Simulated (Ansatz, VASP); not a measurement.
# GaSb: VASP beside Ansatz

POSCAR

```
GaSb
1.0
    0.0000000000      3.0590000000      3.0590000000
    3.0590000000      0.0000000000      3.0590000000
    3.0590000000      3.0590000000      0.0000000000
Sb Ga
1 1
Direct
    0.7500000000      0.7500000000      0.7500000000
    0.0000000000      0.0000000000      0.0000000000
```

INCAR.step1

```
SYSTEM = GaSb
ALGO     = Normal         ! electronic algorithm
EDIFF    = 1E-4           ! SCF threshold, eV
ENCUT    = 600            ! plane-wave cutoff, eV
GGA      = PE             ! functional
ISMEAR   = -1             ! smearing method
LASPH    = .True.         ! aspherical terms in the spheres
LCHARG   = .False.        ! write CHGCAR
LREAL    = .False.        ! projectors in reciprocal space
LWAVE    = .True.         ! write WAVECAR
NELM     = 60             ! most SCF steps
PREC     = Accurate       ! precision mode
SIGMA    = 0.05           ! smearing width, eV
```

Contents of INCAR.step2:

```
SYSTEM = GaSb
ALGO     = Normal         ! electronic algorithm
EDIFF    = 1E-6           ! SCF threshold, eV
EDIFFG   = -0.01          ! ionic threshold
ENCUT    = 600            ! plane-wave cutoff, eV
IBRION   = 2              ! ionic algorithm
ISIF     = 3              ! what is computed and relaxed
ISMEAR   = -1             ! smearing method
ISTART   = 1            
LASPH    = .True.         ! aspherical terms in the spheres
LCHARG   = .False.        ! write CHGCAR
LMIXTAU  = .True.       
LREAL    = .False.        ! projectors in reciprocal space
LWAVE    = .False.        ! write WAVECAR
METAGGA  = R2SCAN         ! meta-GGA
NELM     = 60             ! most SCF steps
NSW      = 60             ! ionic steps
PREC     = Accurate       ! precision mode
SIGMA    = 0.05           ! smearing width, eV
```

KPOINTS

```
k-points
0
Gamma
  8 8 8
  0 0 0
```

Contents of input.yaml:

```yaml
crystal:
  lattice:
    - [0.0, 3.059, 3.059]
    - [3.059, 0.0, 3.059]
    - [3.059, 3.059, 0.0]
  atoms:
    - { symbol: Sb, position: [0.75, 0.75, 0.75] }
    - { symbol: Ga, position: [0.0, 0.0, 0.0] }
hamiltonian:
  xc: r2scan
  pseudopotentials: { kind: paw }
kpoints:
  mp_grid: { grid: [8, 8, 8] }
scf:
  occupations: { method: fermi_dirac, width: 0.05 }
output:
  forces: true
  stress: true
relax:
  f_tol: 0.01
  max_steps: 40
  cell: { stress_tol: 0.05 }
```

Alike in both runs: task relaxation of cell and atoms; functional r2SCAN; k mesh 8 × 8 × 8; occupations fermi-dirac, width 0.05 eV; no spin polarisation.

|  | VASP | Ansatz |
| --- | --- | --- |
| version | VASP 6.6.1 | Ansatz 0.2.0 |
| potentials or method | VASP PAW PBE potentials, release 64 (Sb, Ga_d) | Ansatz PAW |
| plane-wave cutoff (eV) | 600 | 500 |
| valence electrons in the cell | 18 | 28 |

```tsv
	VASP	Ansatz	Ansatz less VASP
relaxed volume (Å³/atom)	28.84	28.82	-0.024
relaxed cell length with the largest relative difference (Å)	4.337	4.336	-0.0012
```

VASP's potentials were made for PBE, not for r2SCAN. VASP's potentials hold 18 valence electrons a cell and Ansatz's 28, so a difference there can come from the potentials and not from the codes.

Neither program's run includes spin-orbit coupling. Noted on Ansatz's run: the plane-wave basis is chosen anew once the cell has moved, so the energies of steps on either side of that aren't comparable.
